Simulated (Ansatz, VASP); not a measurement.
Two plane-wave programs on In

```xyz
6
Lattice="3.3293 0.0000 0.0000 0.3477 3.3111 0.0000 0.0000 0.0000 26.1392" Properties=species:S:1:pos:R:3 pbc="T T T"
In    1.8385    1.6555    7.5000
In    0.0000    0.0000    9.7278
In    1.8385    1.6555   11.9557
In    0.0000    0.0000   14.1835
In    1.8385    1.6555   16.4114
In    0.0000    0.0000   18.6392
```

Alike in both runs: task single point; functional LDA; k mesh 10 × 10 × 1; occupations gaussian, width 0.1 eV; no spin polarisation.

|  | VASP | Ansatz |
| --- | --- | --- |
| version | VASP 6.6.1 | Ansatz 0.2.0 |
| potentials or method | VASP PAW LDA potentials, release 64 (In_d), cutoff 520 eV | scalar-relativistic, plane waves, PAW |
| valence electrons in the cell | 78 | 78 |

Ansatz gave:

```
gap on the k mesh at the Fermi level (eV) : none
rms of the force components (eV/Å)        : 0.017
```

Task: What did VASP give for the same quantities?

Result: gap on the k mesh at the Fermi level (eV): none; rms of the force components (eV/Å): 0.018.

LDA's correlation is that of Perdew and Zunger in VASP and of Perdew and Wang (1992) in Ansatz. Atom by atom the forces differ by 0.004 eV/Å (rms over components). A gap of «none» marks a metal or a gap that the smearing closes. Ansatz's warnings: xc potential rough in thin density.
